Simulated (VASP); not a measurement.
# SiC (F-43m) in VASP: further runs

SiC is run at these levels: PBE; tasks: G0W0 quasiparticle levels.

Program: VASP 6.6.1. These are calculated values, not measurements. Logs are shortened: lines on timing, memory, paths and dates and some standing lists are left out, and cuts for length are marked.

## Step 1: The cell of the first run

It takes space group F-43m (No. 216, cubic). The conventional cell has a = 4.358 Å, b = 4.358 Å, c = 4.358 Å, α = 90.00°, β = 90.00°, γ = 90.00°. Si (site symmetry -43m) has 4 C at 1.89 Å within 2.5 Å. C (site symmetry -43m) has 4 Si at 1.89 Å within 2.5 Å.

## Step 2: G0W0 quasiparticle levels, PBE

Input file POSCAR:

```
SiC
1.0
    0.0000000000      2.1790000000      2.1790000000
    2.1790000000      0.0000000000      2.1790000000
    2.1790000000      2.1790000000      0.0000000000
Si C
1 1
Direct
    0.0000000000      0.0000000000      0.0000000000
    0.2500000000      0.2500000000      0.2500000000
```

Input file INCAR.step1:

```
SYSTEM = SiC
ALGO = Normal
EDIFF = 1E-8
ENCUT = 500
GGA = PE
ISMEAR = 0
LASPH = .TRUE.
LCHARG = .FALSE.
LREAL = .FALSE.
LWAVE = .TRUE.
NELM = 60
PREC = Accurate
SIGMA = 0.01
```

Input file INCAR.step2:

```
SYSTEM = SiC
ALGO = Exact
EDIFF = 1E-8
ENCUT = 500
GGA = PE
ISMEAR = 0
ISTART = 1
LASPH = .TRUE.
LCHARG = .FALSE.
LOPTICS = .TRUE.
LREAL = .FALSE.
LWAVE = .TRUE.
NBANDS = 208
NELM = 1
PREC = Accurate
SIGMA = 0.01
```

Input file INCAR.step3:

```
SYSTEM = SiC
ALGO = EVGW0
EDIFF = 1E-8
ENCUT = 500
ENCUTGW = 180.0
GGA = PE
ISMEAR = 0
ISTART = 1
LASPH = .TRUE.
LCHARG = .FALSE.
LREAL = .FALSE.
LWAVE = .FALSE.
NBANDS = 208
NBANDSGW = 12
NELMGW = 1
NOMEGA = 96
OMEGAMAX = 20
PREC = Accurate
PRECFOCK = Fast
SIGMA = 0.01
```

Input file KPOINTS:

```
k-points
0
G
  6 6 6
  0 0 0
```

Potentials or basis: VASP PAW PBE potentials, release 64 (Si_GW, C_GW).

On the command line:

```console
> cat potpaw_PBE.64/Si_GW/POTCAR potpaw_PBE.64/C_GW/POTCAR > POTCAR
> cp INCAR.step1 INCAR
> mpirun -np 1 vasp_std > vasp.out
> cp INCAR.step2 INCAR
> mpirun -np 1 vasp_std > vasp.out
> cp INCAR.step3 INCAR
> mpirun -np 1 vasp_std > vasp.out
```

OUTCAR:

```text
SYSTEM = SiC
   EDIFF = 1E-8
   ENCUT = 500
   ENCUTGW = 180.0
   GGA = PE
   ISMEAR = 0
   ISTART = 1
   LASPH = .TRUE.
   LREAL = .FALSE.
   NELMGW = 1
   PREC = Accurate
   PRECFOCK = Fast

 ion  position               nearest neighbor table
   1  0.000  0.000  0.000-   2 1.89   2 1.89   2 1.89   2 1.89
   2  0.250  0.250  0.250-   1 1.89   1 1.89   1 1.89   1 1.89

  LATTYP: Found a face centered cubic cell.
 ALAT       =     4.3580000000

  Lattice vectors:

 A1 = (   0.0000000000,   2.1790000000,   2.1790000000)
 A2 = (   2.1790000000,   0.0000000000,   2.1790000000)
 A3 = (   2.1790000000,   2.1790000000,   0.0000000000)

Analysis of symmetry for initial positions (statically):
=====================================================================
 Subroutine PRICEL returns:
 Original cell was already a primitive cell.

 Routine SETGRP: Setting up the symmetry group for a
 face centered cubic supercell.

 Subroutine GETGRP returns: Found 24 space group operations
 (whereof 24 operations were pure point group operations)
 out of a pool of 48 trial point group operations.

The static configuration has the point symmetry T_d .

Analysis of symmetry for dynamics (positions and initial velocities):
=====================================================================
 Subroutine PRICEL returns:
 Original cell was already a primitive cell.

 Routine SETGRP: Setting up the symmetry group for a
 face centered cubic supercell.

 Subroutine GETGRP returns: Found 24 space group operations
 (whereof 24 operations were pure point group operations)
 out of a pool of 48 trial point group operations.

The dynamic configuration has the point symmetry T_d .

 Subroutine INISYM returns: Found 24 space group operations
 (whereof 24 operations are pure point group operations),
 and found     1 'primitive' translations
[... 79 lines left out ...]
   ICHARG =      0    charge: 1-file 2-atom 10-const
   ISPIN  =      1    spin polarized calculation?
   LNONCOLLINEAR =      F non collinear calculations
   LSORBIT =      F    spin-orbit coupling
   LASPH  =      T    aspherical Exc in radial PAW
   ENCUT  =  500.0 eV  36.75 Ry    6.06 a.u.   5.62  5.62  5.62*2*pi/ulx,y,z
   NELM   =     60;   NELMIN=  2; NELMDL=  0     # of ELM steps
   EDIFF  = 0.1E-07   stopping-criterion for ELM
   LREAL  =      F    real-space projection
   EDIFFG = 0.1E-06   stopping-criterion for IOM
   NSW    =      0    number of steps for IOM
   IBRION =     -1    ionic relax: 0-MD 1-quasi-New 2-CG
   NFREE  =      0    steps in history (QN), initial steepest desc. (CG)
   ISIF   =      0    stress and relaxation
   ISYM   =      3    0-nonsym 1-usesym 2-fastsym
   POTIM  = 0.5000    time-step for ionic-motion
   TEBEG  =    0.0;   TEEND  =   0.0 temperature during run
   PSTRESS=    0.0 pullay stress
   NELECT =       8.0000    total number of electrons
   NUPDOWN=      -1.0000    fix difference up-down
   EMIN   =  10.00;   EMAX   =-10.00  energy-range for DOS
   EFERMI =   0.00;   METHOD = LEGACY
   ISMEAR =     0;   SIGMA  =   0.01  broadening in eV -4-tet -1-fermi 0-gaus
   EFERMI_NEDOS =   21; number of points for ismear=-14 and -15
   IALGO  =     38    algorithm
   IMIX   =      4    mixing-type and parameters
     AMIX     =   0.40;   BMIX     =  1.00
     AMIX_MAG =   1.60;   BMIX_MAG =  1.00
  volume/ion in A,a.u.               =      10.35        69.82
  Fermi-wavevector in a.u.,A,eV,Ry     =   1.192626  2.253736 19.352338  1.422357
  Thomas-Fermi vector in A             =   2.328660
   LORBIT       =      0    0 simple, 1 ext, 2 COOP (PROOUT), +10 PAW based schemes
   GGA     = PE    functional components
   LHFCALC =     T    Hartree Fock is set to
   PRECFOCK=fast      Normal, Fast or Accurate (Low or Medium for compatibility)
   ENCUT4O =  -1.0   cutoff for four orbital integrals eV
   NKREDX  =     1    reduce k-point grid by
   NKREDY  =     1    reduce k-point grid by
   NKREDZ  =     1    reduce k-point grid by
   AEXX    =    1.0000 exact exchange contribution
   HFSCREEN=    0.0000 screening length (either q_TF or 0.3 A-1)
   HFSCREENC=   0.0000 screening length for correlation (either q_TF or 0.3 A-1)
   ENCUTFOCK=  -1.0 apply spherical cutoff to Coloumb kernel
   IVDW    =     0    specifies the selected vdW correction
   LEPSILON=     F    determine dielectric tensor
   LRPA    =     F    only Hartree local field effects (RPA)
   LRPAFORCE           =     F    calculate RPA forces
   ENCUTGW             = 180.0    cutoff for response function in eV
   ENCUTGWSOFT         = 144.0    soft cutoff for Coulomb kernel in GW response function in eV
   ENCUTLF             =  -1.0    cutoff for local field effects
   NELMGW              =     1    number of iterations in solving QP/BSE equation
   NELMHF              =     1    number of iterations in the inner HF iteration
   NKREDLFX            =     1    NKREDLFY  =   1   NKREDLFZ  =   1
 non-spin polarized calculation
 Gauss-broadening in eV      SIGMA  =   0.01
  energy-cutoff  :      500.00
  volume of cell :       20.69
 maximum number of plane-waves:       544
 NGX is ok and might be reduce to    24
  NGX = 14; NGY = 14; NGZ = 14
   NGX = 11   NGY = 11   NGZ = 11
 maximum number of plane-waves:       117

 QP shifts <psi_nk| G(iteration)W_0 |psi_nk>: iteration 1
 for sc-GW calculations column KS-energies equals QP-energies in previous step
 and V_xc(KS)=  KS-energies - (<T + V_ion + V_H > + <T+V_H+V_ion>^1  + <V_x>^1)

 k-point   1 :       0.0000    0.0000    0.0000
  band No.  KS-energies  QP-energies   sigma(KS)   V_xc(KS)     V^pw_x(r,r')   Z            occupation Imag(sigma)

      1      -7.6346      -8.7254     -14.2597     -12.7375     -21.6934       0.7166       2.0000       1.3089
      2       7.7756       7.0494     -15.7266     -14.8047     -17.4257       0.7877       2.0000       0.0357
      3       7.7756       7.0494     -15.7266     -14.8047     -17.4257       0.7877       2.0000       0.0357
      4       7.7756       7.0494     -15.7266     -14.8047     -17.4257       0.7877       2.0000       0.0357
      5      14.0031      14.3834     -12.6909     -13.1793      -7.3923       0.7786       0.0000      -0.0634
      6      15.0729      15.5481     -10.9452     -11.5447      -5.7574       0.7926       0.0000      -0.0619
      7      15.0729      15.5481     -10.9452     -11.5447      -5.7574       0.7926       0.0000      -0.0619
      8      15.0729      15.5481     -10.9452     -11.5447      -5.7574       0.7926       0.0000      -0.0619
      9      22.2642      22.7872     -10.7601     -11.4273      -4.5090       0.7839       0.0000      -0.2328
     10      22.2642      22.7872     -10.7601     -11.4273      -4.5090       0.7839       0.0000      -0.2328
     11      24.2332      24.3809      -9.5999      -9.7915      -2.9121       0.7709       0.0000      -0.3735
     12      25.0359      25.1906     -10.0666     -10.2687      -2.9591       0.7661       0.0000      -0.6702
[... 228 lines left out ...]
      1      -2.4472      -3.4277     -15.8079     -14.4514     -21.9164       0.7228       2.0000       0.5897
      2       0.4814      -0.4863     -13.9809     -12.6633     -18.0519       0.7345       2.0000       0.2216
      3       3.2649       2.3075     -14.1300     -12.8638     -17.0642       0.7561       2.0000       0.0763
      4       3.3887       2.4609     -13.7111     -12.4932     -16.3936       0.7618       2.0000       0.0677
      5      11.7645      12.0456     -11.3637     -11.7151      -6.8985       0.8001       0.0000      -0.0462
      6      14.8606      15.3066     -11.1473     -11.7058      -6.0831       0.7984       0.0000      -0.0578
      7      18.5978      19.0539     -11.3969     -11.9962      -4.9191       0.7612       0.0000      -0.1821
      8      19.9796      20.5675     -12.1854     -12.9566      -5.7158       0.7624       0.0000      -0.1871
      9      21.9417      22.4778     -12.1959     -12.9269      -4.6019       0.7334       0.0000      -0.3732
     10      25.4662      25.8739     -11.2897     -11.8277      -3.7829       0.7579       0.0000      -0.5685
     11      28.9010      29.5788     -12.3303     -13.2296      -4.4952       0.7536       0.0000      -0.7722
     12      31.8560      32.2346     -12.0315     -12.5295      -4.0098       0.7603       0.0000      -1.1505
```

OUTCAR.step2:

```text
SYSTEM = SiC
   EDIFF = 1E-8
   ENCUT = 500
   GGA = PE
[... 850 lines left out ...]
  --------------------------------------------------------------------------------------------------------------
     0.00000     7.76313     7.76313     7.76313     0.00000     0.00000     0.00000
     3.29165     9.87811     9.87811     9.87811     0.00000     0.00000     0.00000
     6.58329     6.32383     6.32383     6.32383     0.00000    -0.00000    -0.00000
     9.87494    -2.93585    -2.93585    -2.93585     0.00000     0.00000     0.00000
    13.16659    -2.66100    -2.66100    -2.66100    -0.00000    -0.00000    -0.00000
    16.45823    -1.00835    -1.00835    -1.00835     0.00000    -0.00000    -0.00000
[... 92 lines left out ...]
   322.58137     0.99463     0.99463     0.99463     0.00000    -0.00000    -0.00000
   325.87302     0.99475     0.99475     0.99475     0.00000    -0.00000    -0.00000
```

Wall time 4.1 min (1 thread of Intel Xeon 6975P-C (Granite Rapids), shared host); peak memory 0.69 GiB.

What came out:

| Quantity | Value |
| --- | --- |
| Quasiparticle gap | 2.22 eV |
| Least direct quasiparticle gap | 5.61 eV |
| Band gap of the starting levels on the mesh | 1.35 eV |
| Least direct gap of the starting levels on the mesh | 4.54 eV |

Caveat: the k points lie up to 0.42 Å⁻¹ apart; bands, screening cutoff and mesh are small and nothing is extrapolated, so the quasiparticle values aren't converged.

(Part 1 of 2 ends here.)
